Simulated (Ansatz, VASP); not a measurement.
Pt in VASP and in Ansatz

```
CELL_PARAMETERS angstrom
-1.58422 1.54461 1.54461
1.58422 -1.62383 1.62383
1.58422 1.62383 -1.62383
ATOMIC_POSITIONS crystal
Pt 0.00000 0.00000 0.00000
```

Change from the starting cell: strain -0.0500 x Voigt [0, 0, 0, 1, 0, 0], atoms carried along.

Alike in both runs: task single point; functional r2SCAN; k mesh 22 × 22 × 22; occupations gaussian, width 0.15 eV; no spin polarisation.

|  | VASP | Ansatz |
| --- | --- | --- |
| version | VASP 6.6.1 | Ansatz 0.2.0 |
| potentials or method | VASP PAW PBE potentials, release 64 (Pt), cutoff 520 eV | scalar-relativistic, plane waves, PAW |
| valence electrons in the cell | 10 | 18 |

```csv
,VASP,Ansatz,Ansatz less VASP
gap on the k mesh at the Fermi level (eV),none,none,-
pressure (GPa),-5.1,-5.6,-0.52
"traceless stress, the component that is largest in VASP (GPa)",7.08,6.99,-0.091
```

VASP's potentials were made for PBE, not for r2SCAN. A gap of «none» marks a metal or a gap that the smearing closes. The functional is the same, so the differences come from potentials, cutoffs and numerics. VASP's potentials hold 10 valence electrons a cell and Ansatz's 18, so a difference there can come from the potentials and not from the codes.

Spin-orbit coupling is off throughout.
